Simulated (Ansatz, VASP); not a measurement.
# Two plane-wave programs on TaN

```
Ta N
1.0
     2.72578    0.00000    0.00000
    -1.36289    2.36059    0.00000
     0.00000    0.00000    2.71554
Ta N
1 1
Direct
  0.00000 0.00000 0.00000
  0.33333 0.66667 0.50000
```

Change from the starting cell: volume scaled by 0.8, PAW files.

Alike in both runs: task single point; functional PBE; k mesh 15 × 15 × 13; occupations fermi-dirac, width 0.05 eV; no spin polarisation.

```csv
,VASP,Ansatz
version,VASP 6.6.1,Ansatz 0.2.0
potentials or method,"VASP PAW PBE potentials, release 64 (Ta_sv_GW, N)","PAW with Ansatz's default frozen-core files, scalar-relativistic"
plane-wave cutoff (eV),700,420
valence electrons in the cell,18,18
```

VASP gave:

```
pressure (GPa)                                                : 121.7
traceless stress, the component that is largest in VASP (GPa) : 0.38
```

Task: Estimate Ansatz's values.

Result: Pressure (GPa): 120.8; traceless stress, the component that is largest in VASP (GPa): 0.06.

Both programs put the cell under a high pressure, so it lies far from rest at this level. With one functional, cell and mesh, what is left measures potentials, basis and numerics.

Neither program's run includes spin-orbit coupling. Noted on VASP's run: the cell as given lies far from equilibrium.
